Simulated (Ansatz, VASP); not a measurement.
# Two plane-wave programs on Pt

Contents of INCAR:

```
SYSTEM = Pt
ALGO = Fast
EDIFF = 1E-6
ENCUT = 520
GGA = PE
ISIF = 2
ISMEAR = -1
LASPH = .True.
LCHARG = .False.
LREAL = .False.
LWAVE = .False.
NBANDS = 11
NELM = 60
PREC = Accurate
SIGMA = 0.02
```

File KPOINTS:

```
k-points
0
Gamma
  20 20 20
  0 0 0
```

The input POSCAR:

```
Pt
1.0
    0.0000000000      1.8110575000      1.9579000000
    1.8110575000      0.0000000000      1.9579000000
    1.8110575000      1.8110575000      0.0000000000
Pt
1
Direct
    0.0000000000      0.0000000000      0.0000000000
```

Input for Ansatz:

```yaml
crystal:
  lattice:
    - [0.0, 1.8110575, 1.9579]
    - [1.8110575, 0.0, 1.9579]
    - [1.8110575, 1.8110575, 0.0]
  atoms:
    - { symbol: Pt, position: [0.0, 0.0, 0.0] }
basis:
  ecutwfc: 420
kpoints:
  mp_grid: { grid: [20, 20, 20] }
hamiltonian:
  xc: pbe
scf:
  occupations: { method: fermi_dirac, width: 0.02 }
output:
  forces: true
  stress: true
  eigenvalues: true
```

Change from the starting cell: strain -0.0750 x Voigt [1, 1, 0, 0, 0, 0], atoms carried along.

Alike in both runs: task single point; functional PBE; k mesh 20 × 20 × 20; occupations fermi-dirac, width 0.02 eV; no spin polarisation.

```csv
,VASP,Ansatz
version,VASP 6.6.1,Ansatz 0.2.0
potentials or method,"VASP PAW PBE potentials, release 64 (Pt), cutoff 520 eV","scalar-relativistic, plane waves, PAW"
valence electrons in the cell,10,18
```

VASP gave:

| Quantity | Value |
| --- | --- |
| gap on the k mesh at the Fermi level (eV) | none |
| pressure (GPa) | 83.7 |
| traceless stress, the component that is largest in VASP (GPa) | -12.46 |

Task: Estimate Ansatz's values.

Result: gap on the k mesh at the Fermi level (eV): none; pressure (GPa): 84.2; traceless stress, the component that is largest in VASP (GPa): -12.47.

A gap of «none» marks a metal or a gap that the smearing closes. Both programs put the cell under a high pressure, so it lies far from rest at this level. VASP's potentials hold 10 valence electrons a cell and Ansatz's 18, so a difference there can come from the potentials and not from the codes.

Neither program's run includes spin-orbit coupling. Noted on VASP's run: the cell as given lies far from equilibrium.
